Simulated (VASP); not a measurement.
BP, 2 atoms in the cell. Symmetry: F-43m, No. 216, cubic system. The conventional cell has a = 4.446 Å, b = 4.446 Å, c = 4.446 Å, α = 90.00°, β = 90.00°, γ = 90.00°. B (site symmetry -43m) has 4 P at 1.93 Å within 2.6 Å. P (site symmetry -43m) has 4 B at 1.93 Å within 2.6 Å.  This cell differs from its parent crystal: strain -2.0%.

| Quantity | Value |
| --- | --- |
| Program | VASP 6.6.1 |
| Task | dielectric tensor |
| Functional | r2SCAN |
| Potentials or basis | VASP PAW PBE potentials, release 64 (B, P) |
| Cutoff | 520 eV |
| k mesh | 8 × 8 × 8 |
| Occupations | gaussian, width 0.01 eV |
| Spin | no spin polarisation |
| Dipole correction | no |
| Further INCAR settings | ALGO = Normal; EDIFF = 1e-08 |

Potentials or basis: VASP PAW PBE potentials, release 64 (B, P).

Run with:

```console
$ cat potpaw_PBE.64/B/POTCAR potpaw_PBE.64/P/POTCAR > POTCAR
$ mpirun -np 1 vasp_std > vasp.out
```

Hardware: 1 thread of Intel(R) Xeon(R) 6975P-C (Granite Rapids), with other jobs on the host.

Question: How long does it take, and how much memory?

Answer: It took 6.1 min on 1 thread of Intel(R) Xeon(R) 6975P-C (Granite Rapids) (shared host), peak memory 0.25 GiB. Counts: scf iterations 73, k points 29.
